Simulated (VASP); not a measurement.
Input of a VASP 6.6.1 run:

The input INCAR:

```
SYSTEM = WC
ALGO = Normal ; EDIFF = 1E-7
ENCUT = 520 ; GGA = PS
ISIF = 2 ; ISMEAR = -1
LASPH = .TRUE. ; LCHARG = .FALSE.
LREAL = .FALSE. ; LWAVE = .FALSE.
NBANDS = 16 ; NELM = 100
PREC = Accurate ; SIGMA = 0.1
```

The input KPOINTS:

```
k-points
0
G
  10 10 10
  0 0 0
```

The input POSCAR:

```
WC
1.0
    0.0000000000      2.1926840000      2.1926840000
    2.1926840000      0.0000000000      2.1926840000
    2.1926840000      2.1926840000      0.0000000000
W C
1 1
Direct
    0.0000000000      0.0000000000      0.0000000000
    0.5000000000      0.5000000000      0.5000000000
```

Potentials or basis: VASP PAW PBE potentials, release 64 (W_sv, C).

Launch:

```sh
$ cat potpaw_PBE.64/W_sv/POTCAR potpaw_PBE.64/C/POTCAR > POTCAR
$ mpirun -np 1 vasp_std > vasp.out
```

**Question.** What does it give for the pressure?

**Answer.** -9.1 GPa.

**Question.** Predict the band gap on the k mesh.

**Answer.** Zero (band 9 reaches 13.30 eV, above the bottom of band 10 at 10.11 eV).

Caveat: the PAW data sets were made with another functional, which shifts forces and pressure a little; spin-orbit coupling is left out, which moves the levels of the heavy elements.
